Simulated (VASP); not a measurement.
# Ru: single point with PBE

Ru:

```
CELL_PARAMETERS angstrom
2.66348 0.00000 0.00000
-1.33174 2.30664 0.00000
0.00000 0.00000 2.44815
ATOMIC_POSITIONS crystal
Ru 0.00000 0.00000 0.00000
```

This isn't the form of Ru at room conditions, which is hcp.

| Property | Result |
| --- | --- |
| Program | VASP 6.6.1 |
| Task | single point |
| Functional | PBE |
| Potentials or basis | VASP PAW PBE potentials, release 64 (Ru_sv) |
| Cutoff | 560 eV |
| k mesh | 17 × 17 × 15 |
| Occupations | fermi-dirac, width 0.05 eV |
| Spin | no spin polarisation |

The pressure is -0.3 GPa and the band gap on the k mesh is zero (bands 8 and 9 overlap by 3.38 eV).

Levels at points of the mesh, in eV from the Fermi level:
```
           k point  band 6  band 7  band 8  band 9  band 10  band 11
(0.00, 0.00, 0.00)   -5.45   -2.28   -2.28    1.86     1.86    14.95
```

Wall time 52 s on 1 thread of AMD EPYC 7R13 Processor (Zen 3), on a shared host, peak memory 0.14 GiB.
